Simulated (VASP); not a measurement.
# BiSb3O2: relaxation of cell and atoms with PBE

Crystal: BiSb3O2.

```
Sb Bi O
1.0
     6.40838    0.00000    0.00000
    -3.20419    5.54982    0.00000
     0.00000    0.00000    3.75693
Sb Bi O
3 1 2
Direct
  0.00000 0.50000 0.00000
  0.50000 0.50000 0.00000
  0.50000 0.00000 0.00000
  0.00000 0.00000 0.50000
  0.66667 0.33333 0.50000
  0.33333 0.66667 0.50000
```

```yaml
Program: VASP 6.6.1
Task: relaxation of cell and atoms
Functional: PBE
Potentials_or_basis: VASP PAW PBE potentials, release 64 (Sb, Bi_d, O)
Cutoff: 600 eV
k_mesh: 3 × 3 × 4
Occupations: gaussian, width 0.1 eV
Spin: no spin polarisation
Dipole_correction: no
Further_INCAR_settings: ALGO = Normal; EDIFF = 1e-06; IBRION = 2; EDIFFG = -0.04; NSW = 90; ISIF = 3
```

The relaxed volume is 20.79 Å³/atom and the relaxed cell is a = 6.371 Å, b = 6.371 Å, c = 3.549 Å, α = 90.00°, β = 90.00°, γ = 120.00°. The space group after relaxing (to 0.05 Å) is P6/mmm (No. 191) and the energy gained by relaxing is 35.0 meV/atom. The ionic steps are 5. The pressure after relaxing is 0.1 GPa and the band gap on the k mesh is zero (band 21 reaches 10.16 eV, above the bottom of band 22 at 7.32 eV).

Step by step:
```tsv
step	energy change (eV)	largest force (eV/Å)	pressure (GPa)	volume (Å³)
1	0.0000	0.0000	-5.00	133.62
2	-0.1646	0.0000	2.94	120.60
3	-0.1908	0.0000	0.48	123.87
4	-0.2059	0.0000	0.25	124.35
5	-0.2101	0.0000	0.08	124.75
```

Final structure:
```
Sb Bi O
1.0
     6.37125    0.00000    0.00000
    -3.18562    5.51766    0.00000
     0.00000    0.00000    3.54875
Sb Bi O
3 1 2
Direct
  0.00000 0.50000 0.00000
  0.50000 0.50000 0.00000
  0.50000 0.00000 0.00000
  0.00000 0.00000 0.50000
  0.66667 0.33333 0.50000
  0.33333 0.66667 0.50000
```

Levels at points of the mesh, in eV from the Fermi level:
| k point | band 17 | band 18 | band 19 | band 20 | band 21 | band 22 | band 23 | band 24 | band 25 |
| --- | --- | --- | --- | --- | --- | --- | --- | --- | --- |
| (0.00, 0.00, 0.00) | -2.61 | -2.61 | -1.67 | -1.67 | 2.12 | 2.29 | 2.72 | 2.72 | 2.81 |
| (0.00, 0.00, 0.50) | -3.35 | -2.93 | -2.93 | -1.44 | -0.94 | -0.24 | -0.24 | 1.76 | 2.05 |

It took 4.5 min on 1 thread of Oxide Virtual Turin-like Processor (shared host), peak memory 0.28 GiB.

Caveat: the k points lie up to 0.44 Å⁻¹ apart in the final cell; spin-orbit coupling is left out, which moves the levels of the heavy elements.
